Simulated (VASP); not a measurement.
A run of VASP 6.6.1:

INCAR

```
  ALGO = Normal
  EDIFF = 1E-7
  ENCUT = 520
  GGA = PE
  ISIF = 2
  ISMEAR = 0
  LASPH = T
  LCHARG = F
  LREAL = F
  LWAVE = F
  NBANDS = 12
  NELM = 60
  PREC = Accurate
  SIGMA = 0.1
```

File KPOINTS:

```
k-points
0
Gamma
  16 16 16
```

POSCAR

```
Zr
1.0
    0.0000000000      2.2634806063      2.2634806063
    2.2634806063      0.0000000000      2.2634806063
    2.2634806063      2.2634806063      0.0000000000
Zr
1
Direct
    0.0000000000      0.0000000000      0.0000000000
```

Potentials or basis: VASP PAW PBE potentials, release 64 (Zr_sv).

Launch:

```console
$ cat potpaw_PBE.64/Zr_sv/POTCAR > POTCAR
$ mpirun -np 1 vasp_std > vasp.out
```

Hardware: 1 thread of Intel(R) Xeon(R) Platinum 8259CL CPU @ 2.50GHz (Skylake/Cascade Lake), with other jobs on the host.

Task: Estimate the wall time of this run.

Result: It took 24 s on 1 thread of Intel(R) Xeon(R) Platinum 8259CL CPU @ 2.50GHz (Skylake/Cascade Lake) (shared host), peak memory 0.16 GiB. Counts: scf iterations 13, k points 145.
